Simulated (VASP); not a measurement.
MnO:

```xyz
2
Lattice="0.0000 2.2050 2.2050 2.2050 0.0000 2.2050 2.2050 2.2050 0.0000" Properties=species:S:1:pos:R:3 pbc="T T T"
Mn    0.0000    0.0000    0.0000
O     2.2050    2.2050    2.2050
```

Base run:

```yaml
Program: VASP 6.6.1
Functional: PBE
Potentials_or_basis: VASP PAW PBE potentials, release 64 (Mn_pv, O)
Cutoff: 520 eV
k_mesh: 9 × 9 × 9
Occupations: fermi-dirac, width 0.03 eV
Spin: collinear spin, ferromagnetic start
Starting_moments: "[5.0, 0.0] μB"
Fixed_moment: 5 μB
Hubbard_terms: Mn d U = 2.7 eV
```

Its results: pressure 11.4 GPa; site moments Mn +4.58; O +0.19 μB.

Q: After a change of settings the same cell gave: pressure -18.1 GPa; site moments Mn +3.08; O -0.10 μB. Which change was it?
A. fixed moment from 5 μB to 3 μB; moments at the start from [5.0, 0.0] to [3.0, 0.0]
B. fixed moment from 5 μB to 1 μB; moments at the start from [5.0, 0.0] to [1.0, 0.0]
C. fixed moment from 5 μB to none; moments at the start from [5.0, 0.0] to [0.45, 0.0]
D. fixed moment from 5 μB to none; moments at the start from [5.0, 0.0] to [4.5, 0.0]

A: A.

Caveats: the total moment is fixed, so each spin has its own Fermi level; a cell with one magnetic atom can't hold antiferromagnetic order, which such compounds often take; the cell stands under pressure (at least some runs); the cell stands under tension (at least some runs).
